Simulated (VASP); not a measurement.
Write the native input for VASP 6.6.1 that does the following.

| Property | Result |
| --- | --- |
| Task | single point |
| Functional | PBE |
| Potentials or basis | VASP PAW PBE potentials, release 64 (Ba_sv, Ti_sv, O) |
| Cutoff | 520 eV |
| k mesh | 8 × 8 × 8 |
| Occupations | fermi-dirac, width 0.05 eV |
| Spin | no spin polarisation |
| Dipole correction | no |
| Further INCAR settings | ALGO = Normal; EDIFF = 1e-06; NBANDS = 28 |

The structure of BaTiO3 lies in POSCAR:

```
BaTiO3
1.0
    4.0073000000      0.0601095000      0.0601095000
    0.0601095000      4.0073000000      0.0601095000
    0.0601095000      0.0601095000      4.0073000000
Ba Ti O
1 1 3
Direct
    0.5000000000      0.5000000000      0.5000000000
    0.0000000000      0.0000000000      0.0000000000
    0.5000000000      0.0000000000      0.0000000000
    0.0000000000      0.5000000000      0.0000000000
    0.0000000000      0.0000000000      0.5000000000
```

This cell differs from its parent crystal: equal xy, yz and zx shear strains of +3 %.

The input as run:

INCAR

```
SYSTEM = BaTiO3
PREC = Accurate
ENCUT = 520
EDIFF = 1E-6
ISMEAR = -1
SIGMA = 0.05
LREAL = .False.
LASPH = .True.
NELM = 60
ALGO = Normal
ISIF = 2
LWAVE = .False.
LCHARG = .True.
GGA = PE
LELF = .True.
LVHAR = .True.
NBANDS = 28
```

KPOINTS

```
regular mesh
0
Gamma
  8 8 8
  0 0 0
```

Potentials or basis: VASP PAW PBE potentials, release 64 (Ba_sv, Ti_sv, O).

The run is started by

```bash
$ cat potpaw_PBE.64/Ba_sv/POTCAR potpaw_PBE.64/Ti_sv/POTCAR potpaw_PBE.64/O/POTCAR > POTCAR
$ mpirun -np 1 vasp_std > vasp.out
```

It gave:

| Item | Value |
| --- | --- |
| Pressure | 3.5 GPa |
| Band gap on the k mesh | 1.64 eV (least direct gap 1.72 eV) |

Caveat: the cell differs from its parent crystal (equal xy, yz and zx shear strains of +3 %); the cell stands under pressure; spin-orbit coupling is left out, which moves the levels of the heavy elements.

It took 57 s on 1 thread of AMD EPYC 9R45 96-Core Processor (Zen 5), with other jobs on the host, peak memory 0.22 GiB.
